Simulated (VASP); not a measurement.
Wanted: the native input for a VASP 6.6.1 run.

```yaml
Task: single point
Functional: PBE
Potentials_or_basis: VASP PAW PBE potentials, release 64 (Nb_sv, Si)
Cutoff: 520 eV
k_mesh: 9 × 9 × 9
Occupations: fermi-dirac, width 0.05 eV
Spin: no spin polarisation
Dipole_correction: no
Further_INCAR_settings: ALGO = Normal; EDIFF = 1e-06; NBANDS = 16
```

The structure of NbSi lies in POSCAR:

```
NbSi
1.0
    0.0000000000      2.6243100707      2.6243100707
    2.6243100707      0.0000000000      2.6243100707
    2.6243100707      2.6243100707      0.0000000000
Nb Si
1 1
Direct
    0.0000000000      0.0000000000      0.0000000000
    0.5000000000      0.5000000000      0.5000000000
```

These files were run (other wordings do the same):

INCAR

```
PREC = Accurate
ENCUT = 520
EDIFF = 1E-6
ISMEAR = -1
SIGMA = 0.05
LREAL = False
LASPH = True
NELM = 60
ALGO = Normal
ISIF = 2
LWAVE = False
LCHARG = False
GGA = PE
NBANDS = 16
```

KPOINTS

```
Automatic mesh
0
Gamma
  9 9 9
```

Potentials or basis: VASP PAW PBE potentials, release 64 (Nb_sv, Si).

Launch:

```sh
$ cat potpaw_PBE.64/Nb_sv/POTCAR potpaw_PBE.64/Si/POTCAR > POTCAR
$ mpirun -np 1 vasp_std > vasp.out
```

It gave:

```json
{"Pressure": "-8.0 GPa"}
```

Wall time 8.1 s on 1 thread of Intel(R) Xeon(R) 6975P-C (Granite Rapids), with other jobs on the host, peak memory 0.16 GiB.
